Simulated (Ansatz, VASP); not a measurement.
# One calculation of BP, two programs

File POSCAR:

```
BP
1.0
    0.0000000000      2.2116077945      2.2116077945
    2.2116077945      0.0000000000      2.2116077945
    2.2116077945      2.2116077945      0.0000000000
B P
1 1
Direct
    0.0000000000      0.0000000000      0.0000000000
    0.2500000000      0.2500000000      0.2500000000
```

File INCAR.step1:

```
PREC = Accurate
ENCUT = 520
ISMEAR = 0
SIGMA = 0.01
LREAL = F
LASPH = T
NELM = 80
NBANDS = 11
GGA = PE
ALGO = Normal
EDIFF = 1E-4
LWAVE = T
LCHARG = F
```

Contents of INCAR.step2:

```
PREC = Accurate
ENCUT = 520
EDIFF = 1E-6
ISMEAR = 0
SIGMA = 0.01
LREAL = F
LASPH = T
NELM = 80
ALGO = Normal
ISIF = 2
LWAVE = F
LCHARG = T
METAGGA = R2SCAN
LMIXTAU = T
LELF = T
LVHAR = T
NBANDS = 11
ISTART = 1
```

KPOINTS

```
Automatic mesh
0
Gamma
  10 10 10
```

Input for Ansatz:

```yaml
crystal:
  lattice:
    - [0.0, 2.2116077945, 2.2116077945]
    - [2.2116077945, 0.0, 2.2116077945]
    - [2.2116077945, 2.2116077945, 0.0]
  atoms:
    - { symbol: B, position: [0.0, 0.0, 0.0] }
    - { symbol: P, position: [0.25, 0.25, 0.25] }
kpoints:
  mp_grid: { grid: [10, 10, 10] }
  band_path:
    path:
      - [0.0, 0.0, 0.0]
      - [-0.5, -0.5, 0.0]
      - [-0.375, -0.375, 0.25]
      - [-0.375, 0.0, 0.375]
      - [0.0, 0.0, 0.5]
      - [-0.5, -0.25, 0.25]
      - [0.0, 0.4, 0.4]
    npoints: 1
hamiltonian:
  xc: r2scan
scf:
  occupations: { method: fixed }
  n_extra_bands: 4
output:
  forces: true
  stress: true
  eigenvalues: true
```

Change from the starting cell: hydrostatic strain -2.5%.

Alike in both runs: task single point; functional r2SCAN; k mesh 10 × 10 × 10; no spin polarisation.

|  | VASP | Ansatz |
| --- | --- | --- |
| version | VASP 6.6.1 | Ansatz 0.2.0 |
| potentials or method | VASP PAW PBE potentials, release 64 (B, P) | plane waves, PAW |
| plane-wave cutoff (eV) | 520 | 500 |
| occupations | gaussian, width 0.01 eV | fixed |
| valence electrons in the cell | 8 | 8 |

|  | VASP | Ansatz | Ansatz less VASP |
| --- | --- | --- | --- |
| gap on the k mesh at the Fermi level (eV) | 1.34 | 1.31 | -0.030 |
| pressure (GPa) | 14.2 | 14.8 | +0.61 |

VASP's potentials were made for PBE, not for r2SCAN.
